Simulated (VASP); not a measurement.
# MgS in VASP: single point with PBE+D3(BJ)

Aim: the single point of MgS with PBE+D3(BJ).

Program: VASP 6.6.1. These are calculated values, not measurements. Logs are shortened: lines on timing, memory, paths and dates and some standing lists are left out, and cuts for length are marked.

**1. The cell of the first run**

The cell holds a sheet with vacuum, 8 atoms: a = 7.109 Å, b = 3.472 Å, c = 31.360 Å, α = 90.00°, β = 90.00°, γ = 86.53°.

**2. Single point, PBE+D3(BJ)**

Contents of INCAR:

```
SYSTEM = MgS
  PREC = Accurate
  ENCUT = 520
  EDIFF = 1E-6
  ISMEAR = 0
  SIGMA = 0.1
  LREAL = .FALSE.
  LASPH = .TRUE.
  NELM = 80
  ALGO = Normal
  ISIF = 2
  LWAVE = .FALSE.
  LCHARG = .FALSE.
  LDIPOL = .TRUE.
  IDIPOL = 3
  DIPOL = 0.5 0.5 0.287
  GGA = PE
  IVDW = 12
  NBANDS = 26
```

Contents of KPOINTS:

```
Automatic mesh
0
G
  2 4 1
  0 0 0
```

Contents of POSCAR:

```
MgS
1.0
    7.1057171786      0.2129726430      0.0000000000
    0.1064863215      3.4699694947      0.0000000000
    0.0000000000      0.0000000000     31.3600000000
Mg S
4 4
Direct
   -0.0026415832      0.0124994119      0.2480884545
    0.4997587784      0.0242522923      0.2550982595
    0.2286733119      0.4809556766      0.3229380238
    0.7631524501      0.5336072287      0.3202507578
    0.2468157663      0.4789542300      0.2424420206
    0.7429246560      0.5254403082      0.2424751248
    0.5091220869     -0.0312245937      0.3303076183
    0.0121945335     -0.0244845541      0.3343181080
```

Potentials or basis: VASP PAW PBE potentials, release 64 (Mg, S).

Started as:

```sh
cat potpaw_PBE.64/Mg/POTCAR potpaw_PBE.64/S/POTCAR > POTCAR
mpirun -np 1 vasp_std > vasp.out
```

OUTCAR:

```text
SYSTEM = MgS
   PREC = Accurate
   ENCUT = 520
   EDIFF = 1E-6
   ISMEAR = 0
   LREAL = .FALSE.
   LASPH = .TRUE.
   NELM = 80
   ISIF = 2
   GGA = PE
   IVDW = 12
 IVDW          = 12

 ion  position               nearest neighbor table
   1  0.997  0.012  0.248-   6 2.47   5 2.48   5 2.49   6 2.56   8 2.71   4 3.29   4 3.32   3 3.34
                             3 3.35   2 3.54   2 3.58
   2  0.500  0.024  0.255-   5 2.35   7 2.37   6 2.40   6 2.56   5 2.72   4 3.19   3 3.22   4 3.35
                             3 3.50   1 3.54   1 3.58
   3  0.229  0.481  0.323-   8 2.26   8 2.43   5 2.53   7 2.60   7 2.70   2 3.22   4 3.30   1 3.34
                             1 3.35   2 3.50
   4  0.763  0.534  0.320-   7 2.30   6 2.44   8 2.45   8 2.58   7 2.76   2 3.19   1 3.29   3 3.30
                             1 3.32   2 3.35
   5  0.247  0.479  0.242-   2 2.35   1 2.48   1 2.49   3 2.53   2 2.72
   6  0.743  0.525  0.242-   2 2.40   4 2.44   1 2.47   1 2.56   2 2.56
   7  0.509  0.969  0.330-   4 2.30   2 2.37   3 2.60   3 2.70   4 2.76
   8  0.012  0.976  0.334-   3 2.26   3 2.43   4 2.45   4 2.58   1 2.71

  LATTYP: Found a simple monoclinic cell.
 ALAT       =     3.4716030347
 B/A-ratio  =     9.0332908706
 C/A-ratio  =     2.0477306882
 COS(beta)  =    -0.0606042248

  Lattice vectors:

 A1 = (   0.1064863215,   3.4699694947,   0.0000000000)
 A2 = (   0.0000000000,   0.0000000000, -31.3600000000)
 A3 = (  -7.1057171786,  -0.2129726430,   0.0000000000)

Analysis of symmetry for initial positions (statically):
=====================================================================
 Subroutine PRICEL returns:
 Original cell was already a primitive cell.

 Routine SETGRP: Setting up the symmetry group for a
 simple monoclinic supercell.

 Subroutine GETGRP returns: Found  1 space group operations
 (whereof  1 operations were pure point group operations)
 out of a pool of  4 trial point group operations.

The static configuration has the point symmetry C_1 .

Analysis of symmetry for dynamics (positions and initial velocities):
=====================================================================
 Subroutine PRICEL returns:
 Original cell was already a primitive cell.

 Routine SETGRP: Setting up the symmetry group for a
 simple monoclinic supercell.

 Subroutine GETGRP returns: Found  1 space group operations
 (whereof  1 operations were pure point group operations)
 out of a pool of  4 trial point group operations.

The dynamic configuration has the point symmetry C_1 .

 Subroutine INISYM returns: Found  1 space group operations
 (whereof  1 operations are pure point group operations),
 and found     1 'primitive' translations

----------------------------------------------------------------------------------------

                                     Primitive cell

  volume of cell :     772.5205

  direct lattice vectors                    reciprocal lattice vectors
     7.105717179  0.212972643  0.000000000     0.140861310 -0.004322748  0.000000000
     0.106486321  3.469969495  0.000000000    -0.008645495  0.288452284  0.000000000
     0.000000000  0.000000000 31.360000000     0.000000000  0.000000000  0.031887755

  length of vectors
     7.108908071  3.471603035 31.360000000     0.140927622  0.288581817  0.031887755

  position of ions in fractional coordinates (direct lattice)
     0.997358417  0.012499412  0.248088454
     0.499758778  0.024252292  0.255098260
     0.228673312  0.480955677  0.322938024
     0.763152450  0.533607229  0.320250758
     0.246815766  0.478954230  0.242442021
     0.742924656  0.525440308  0.242475125
     0.509122087  0.968775406  0.330307618
     0.012194534  0.975515446  0.334318108

  ion indices of the primitive-cell ions
   primitive index   ion index
                 1           1
                 2           2
                 3           3
                 4           4
                 5           5
                 6           6
                 7           7
                 8           8

----------------------------------------------------------------------------------------

 KPOINTS: Automatic mesh

Automatic generation of k-mesh.
 Grid dimensions read from file:
 generate k-points for:    2    4    1

 Generating k-lattice:

  Cartesian coordinates                     Fractional coordinates (reciprocal lattice)
     0.070430655 -0.002161374  0.000000000     0.500000000  0.000000000  0.000000000
    -0.002161374  0.072113071  0.000000000     0.000000000  0.250000000  0.000000000
     0.000000000  0.000000000  0.031887755     0.000000000  0.000000000  1.000000000

  Length of vectors
     0.070463811  0.072145454  0.031887755

  Shift w.r.t. Gamma in fractional coordinates (k-lattice)
     0.000000000  0.000000000  0.000000000

 Subroutine IBZKPT returns following result:
 ===========================================

 Found      6 irreducible k-points:

 Following reciprocal coordinates:
            Coordinates               Weight
  0.000000  0.000000  0.000000      1.000000
  0.500000 -0.000000  0.000000      1.000000
 -0.000000  0.250000  0.000000      2.000000
  0.500000  0.250000  0.000000      2.000000
 -0.000000  0.500000  0.000000      1.000000
  0.500000  0.500000  0.000000      1.000000
   k-points           NKPTS =      6   k-points in BZ     NKDIM =      6   number of bands    NBANDS=     26
   number of dos      NEDOS =    301   number of ions     NIONS =      8
   total plane-waves  NPLWV = 362880
   dimension x,y,z NGX =    54 NGY =   28 NGZ =  240
   dimension x,y,z NGXF=   108 NGYF=   56 NGZF=  480
   ions per type =               4   4
   NGX,Y,Z   is equivalent  to a cutoff of  12.63, 13.41, 12.72 a.u.
   NGXF,Y,Z  is equivalent  to a cutoff of  25.26, 26.82, 25.45 a.u.
 SYSTEM =  MgS
   PREC   = accura    normal or accurate (medium, high low for compatibility)
   ISTART =      0    job   : 0-new  1-cont  2-samecut
   ICHARG =      2    charge: 1-file 2-atom 10-const
   ISPIN  =      1    spin polarized calculation?
   LNONCOLLINEAR =      F non collinear calculations
   LSORBIT =      F    spin-orbit coupling
   LASPH  =      T    aspherical Exc in radial PAW
   ENCUT  =  520.0 eV  38.22 Ry    6.18 a.u.  13.22  6.45 58.31*2*pi/ulx,y,z
   NELM   =     80;   NELMIN=  2; NELMDL= -5     # of ELM steps
   EDIFF  = 0.1E-05   stopping-criterion for ELM
   LREAL  =      F    real-space projection
   EDIFFG = 0.1E-04   stopping-criterion for IOM
   NSW    =      0    number of steps for IOM
   IBRION =     -1    ionic relax: 0-MD 1-quasi-New 2-CG
   NFREE  =      0    steps in history (QN), initial steepest desc. (CG)
   ISIF   =      2    stress and relaxation
   ISYM   =      2    0-nonsym 1-usesym 2-fastsym
   POTIM  = 0.5000    time-step for ionic-motion
   TEBEG  =    0.0;   TEEND  =   0.0 temperature during run
   PSTRESS=    0.0 pullay stress
   NELECT =      32.0000    total number of electrons
   NUPDOWN=      -1.0000    fix difference up-down
   EMIN   =  10.00;   EMAX   =-10.00  energy-range for DOS
   EFERMI =   0.00;   METHOD = LEGACY
   ISMEAR =     0;   SIGMA  =   0.10  broadening in eV -4-tet -1-fermi 0-gaus
   EFERMI_NEDOS =   21; number of points for ismear=-14 and -15
   IALGO  =     38    algorithm
   IMIX   =      4    mixing-type and parameters
     AMIX     =   0.40;   BMIX     =  1.00
     AMIX_MAG =   1.60;   BMIX_MAG =  1.00
  volume/ion in A,a.u.               =      96.57       651.65
  Fermi-wavevector in a.u.,A,eV,Ry     =   0.566441  1.070419  4.365506  0.320856
  Thomas-Fermi vector in A             =   1.604838
   LORBIT       =      0    0 simple, 1 ext, 2 COOP (PROOUT), +10 PAW based schemes
   GGA     = PE    functional components
   LHFCALC =     F    Hartree Fock is set to
   AEXX    =    0.0000 exact exchange contribution
   IVDW    =    12    specifies the selected vdW correction
   LEPSILON=     F    determine dielectric tensor
   LRPA    =     F    only Hartree local field effects (RPA)
 non-spin polarized calculation
 Gauss-broadening in eV      SIGMA  =   0.10
  energy-cutoff  :      520.00
  volume of cell :      772.52
 maximum number of plane-waves:     20894
 NGX is ok and might be reduce to    54
   NGX = 27   NGY = 13   NGZ =117

 dipolmoment           0.000000      0.000000     -0.000001 electrons x Angstroem

 number of electron      31.9999997 magnetization

 dipolmoment           0.000000      0.000000      0.036473 electrons x Angstroem

 Free energy of the ion-electron system (eV)
  ---------------------------------------------------
  ext. energy  EPLUGINS =         0.00000000
  ---------------------------------------------------
  free energy    TOTEN  =       -32.13956714 eV

  energy without entropy =      -32.13956714  energy(sigma->0) =      -32.13956714

 E-fermi :  -3.0441     XC(G=0):  -2.1262

 val. band max:       -3.5115384459   @ k =   0.0000   0.0000   0.0000
 cond. band min:      -0.5701767628   @ k =  -0.0000   0.5000   0.0000
 fundamental gap:      2.9413616831
 Fermi energy:        -3.0441084482

 k-point     1 :       0.0000    0.0000    0.0000
  band No.  band energies     occupation
      1     -16.3641      2.00000
      2     -15.6227      2.00000
      3     -15.2846      2.00000
      4     -14.9943      2.00000
      5      -8.4304      2.00000
      6      -8.2178      2.00000
[... 18 lines left out ...]
     25       2.0000      0.00000
     26       2.5198      0.00000

 k-point     2 :       0.5000   -0.0000    0.0000
  band No.  band energies     occupation
      1     -16.0799      2.00000
      2     -15.8899      2.00000
      3     -15.4013      2.00000
      4     -14.9955      2.00000
      5      -7.3912      2.00000
      6      -7.1908      2.00000
[... 18 lines left out ...]
     25       2.4458      0.00000
[... 86 lines left out ...]
     25       3.6012      0.00000
     26       3.7104      0.00000

 k-point     6 :       0.5000    0.5000    0.0000
  band No.  band energies     occupation
      1     -15.1345      2.00000
      2     -15.1042      2.00000
      3     -14.8891      2.00000
      4     -14.5496      2.00000
      5      -8.2264      2.00000
      6      -8.0375      2.00000
[... 18 lines left out ...]
     25       3.7515      0.00000
     26       4.0011      0.00000

------------------------ aborting loop because EDIFF is reached ----------------------------------------

 vacuum level on the upper side and lower side of the slab       (xc-potential included)         0.126        -0.137

 Edisp (eV)   -1.92994

 E8    (eV) :    -0.8233

  FORCE on cell =-STRESS in cart. coord.  units (eV):
  Direction    XX          YY          ZZ          XY          YZ          ZX
  --------------------------------------------------------------------------------------
  -------------------------------------------------------------------------------------
  Total       4.07361     6.96464     3.09377    -3.77399     1.19545    -1.27248
  in kB       8.44852    14.44440     6.41635    -7.82711     2.47931    -2.63907
  external pressure =        9.77 kB  Pullay stress =        0.00 kB

 VOLUME and BASIS-vectors are now :
 -----------------------------------------------------------------------------
  energy-cutoff  :      520.00
  volume of cell :      772.52
      direct lattice vectors                 reciprocal lattice vectors
     7.105717179  0.212972643  0.000000000     0.140861310 -0.004322748  0.000000000
     0.106486321  3.469969495  0.000000000    -0.008645495  0.288452284  0.000000000
     0.000000000  0.000000000 31.360000000     0.000000000  0.000000000  0.031887755

 POSITION                                       TOTAL-FORCE (eV/Angst)
 -----------------------------------------------------------------------------------
      7.08828      0.25578      7.78005         0.125818     -0.209249      0.190542
      3.55373      0.19059      7.99988        -0.040403     -0.260198     -0.408708
      1.67610      1.71760     10.12734         1.764157     -0.657377     -0.176028
      5.47957      2.01413     10.04306         0.028198     -0.986254      0.429231
      1.80481      1.71452      7.60298        -0.415739      0.454532     -0.356155
      5.33496      1.98148      7.60402         0.589411     -0.253036     -0.638013
      3.72084      3.47005     10.35845        -0.868915      0.842995      0.846340
      0.19053      3.38761     10.48422        -1.182527      1.068588      0.112790
 -----------------------------------------------------------------------------------
    total drift:                               -0.000224      0.000169     -0.000140

  FREE ENERGIE OF THE ION-ELECTRON SYSTEM (eV)
  ---------------------------------------------------
  free  energy   TOTEN  =       -34.0695037694 eV

  energy  without entropy=      -34.0695037694  energy(sigma->0) =      -34.06950377

 vacuum level on the upper side and lower side of the slab         1.809         1.541
```

It took 8.4 min on 1 thread of Intel Xeon 8259CL, shared host; peak memory 0.73 GiB.

What came out:

- Free energy: -34.0695 eV
- Largest force: 1.891 eV/Å
- Band gap on the k mesh: 2.94 eV (least direct gap 3.22 eV)
- Dispersion energy per atom: -0.241 eV

Forces on the atoms (eV/Å):
```
Mg   0.126 -0.209  0.191
Mg  -0.040 -0.260 -0.409
Mg   1.764 -0.657 -0.176
Mg   0.028 -0.986  0.429
S   -0.416  0.455 -0.356
S    0.589 -0.253 -0.638
S   -0.869  0.843  0.846
S   -1.183  1.069  0.113
```

Levels at points of the mesh, in eV from the valence-band top:
| k point | band 13 | band 14 | band 15 | band 16 | band 17 | band 18 | band 19 | band 20 |
| --- | --- | --- | --- | --- | --- | --- | --- | --- |
| (0.00, 0.00, 0.00) | -0.87 | -0.76 | -0.53 | 0.00 | 3.22 | 4.04 | 4.22 | 4.56 |
| (0.50, 0.00, 0.00) | -1.00 | -0.88 | -0.60 | -0.02 | 4.06 | 4.30 | 4.46 | 4.74 |
| (0.00, 0.50, 0.00) | -1.58 | -1.31 | -0.85 | -0.67 | 2.94 | 3.06 | 4.31 | 4.44 |
| (0.50, 0.50, 0.00) | -1.81 | -1.62 | -1.44 | -1.19 | 3.87 | 4.02 | 4.23 | 4.29 |

Caveat: the k points lie up to 0.45 Å⁻¹ apart.
